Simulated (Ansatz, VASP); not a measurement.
## Ge in VASP and in Ansatz

INCAR

```
  PREC = Accurate
  ENCUT = 520
  EDIFF = 1E-6
  ISMEAR = 0
  SIGMA = 0.02
  LREAL = F
  LASPH = T
  NELM = 80
  ALGO = Normal
  ISIF = 2
  LWAVE = F
  LCHARG = F
  GGA = PE
  NBANDS = 36
```

KPOINTS

```
Automatic mesh
0
Gamma
  8 8 4
```

Contents of POSCAR:

```
Ge
1.0
    3.9975858431      0.0000000000      0.0000000000
   -1.9987929216      3.4620108940      0.0000000000
    0.0000000000      0.0000000000      6.5993779500
Ge
4
Direct
    0.3333333333      0.6666666667      0.9370987500
    0.6666666667      0.3333333333      0.4370987500
    0.3333333333      0.6666666667      0.5629012500
    0.6666666667      0.3333333333      0.0629012500
```

Contents of input.yaml:

```yaml
crystal:
  lattice:
    - [3.9975858431, 0.0, 0.0]
    - [-1.9987929216, 3.462010894, 0.0]
    - [0.0, 0.0, 6.59937795]
  atoms:
    - { symbol: Ge, position: [0.3333333333, 0.6666666667, 0.93709875] }
    - { symbol: Ge, position: [0.6666666667, 0.3333333333, 0.43709875] }
    - { symbol: Ge, position: [0.3333333333, 0.6666666667, 0.56290125] }
    - { symbol: Ge, position: [0.6666666667, 0.3333333333, 0.06290125] }
hamiltonian:
  xc: pbe
  pseudopotentials: { kind: paw }
kpoints:
  mp_grid: { grid: [8, 8, 4] }
scf:
  occupations: { method: gaussian, width: 0.02 }
output:
  forces: true
  stress: true
  eigenvalues: true
  write_density: true
  write_potential: true
  elf: true
  volumetric_format: npy
```

Alike in both runs: task single point; functional PBE; k mesh 8 × 8 × 4; occupations gaussian, width 0.02 eV; no spin polarisation.

|  | VASP | Ansatz |
| --- | --- | --- |
| version | VASP 6.6.1 | Ansatz 0.2.0 |
| potentials or method | VASP PAW PBE potentials, release 64 (Ge_d) | Ansatz PAW |
| plane-wave cutoff (eV) | 520 | 420 |
| valence electrons in the cell | 56 | 56 |

```csv
,VASP,Ansatz,Ansatz less VASP
gap on the k mesh at the Fermi level (eV),0.12,0.13,+0.005
least direct gap on the mesh (eV),0.12,0.13,+0.005
pressure (GPa),2.9,3.0,+0.10
"traceless stress, the component that is largest in VASP (GPa)",-0.15,-0.15,-0.002
rms of the force components (eV/Å),0.011,0.011,-0.0001
```

Atom by atom the forces differ by 0.000 eV/Å (rms over components). The functional is the same, so the differences come from potentials, cutoffs and numerics.
